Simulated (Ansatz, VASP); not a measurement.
Two plane-wave programs on Au

```xyz
1
Lattice="-1.6573 1.6573 1.5744 1.6573 -1.6573 1.5744 1.6573 1.6573 -1.5744" Properties=species:S:1:pos:R:3 pbc="T T T"
Au    0.0000    0.0000    0.0000
```

Change from the starting cell: strain +0.000 along x and y, -0.050 along z, atoms carried along.

Alike in both runs: task single point; functional r2SCAN; k mesh 20 × 20 × 20; occupations gaussian, width 0.15 eV; no spin polarisation.

|  | VASP | Ansatz |
| --- | --- | --- |
| version | VASP 6.6.1 | Ansatz 0.2.0 |
| potentials or method | VASP PAW PBE potentials, release 64 (Au), cutoff 520 eV | scalar-relativistic, plane waves, PAW |
| valence electrons in the cell | 11 | 19 |

```tsv
	VASP	Ansatz	Ansatz less VASP
gap on the k mesh at the Fermi level (eV)	none	none	-
pressure (GPa)	3.0	2.6	-0.31
traceless stress, the component that is largest in VASP (GPa)	-0.35	-0.34	+0.008
```

VASP's potentials were made for PBE, not for r2SCAN. A gap of «none» marks a metal or a gap that the smearing closes. With one functional, cell and mesh, what is left measures potentials, basis and numerics. VASP's potentials hold 11 valence electrons a cell and Ansatz's 19, so a difference there can come from the potentials and not from the codes.

Neither program's run includes spin-orbit coupling.
